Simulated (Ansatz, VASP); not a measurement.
**As: VASP beside Ansatz**

```
As
1.0
     1.90424    1.09942    3.61998
    -1.90424    1.09942    3.61998
     0.00000   -2.19883    3.61998
As
2
Direct
  0.22606 0.22606 0.22606
  0.77394 0.77394 0.77394
```

Alike in both runs: functional PBE; k mesh 15 × 15 × 15; occupations gaussian, width 0.1 eV; no spin polarisation.

Ansatz relaxed the structure, and its values are those at the end. VASP's run is a single point on that final structure, the one shown.

```csv
,VASP,Ansatz
version,VASP 6.6.1,Ansatz 0.2.0
potentials or method,"VASP PAW PBE potentials, release 64 (As), cutoff 520 eV","scalar-relativistic, plane waves, PAW"
valence electrons in the cell,10,30
```

```tsv
	VASP	Ansatz	Ansatz less VASP
gap on the k mesh at the Fermi level (eV)	none	none	-
pressure (GPa)	0.2	0.0	-0.22
rms of the force components (eV/Å)	0.026	0.000	-0.0255
```

A gap of «none» marks a metal or a gap that the smearing closes. The functional is the same, so the differences come from potentials, cutoffs and numerics. VASP's potentials hold 10 valence electrons a cell and Ansatz's 30, so a difference there can come from the potentials and not from the codes.
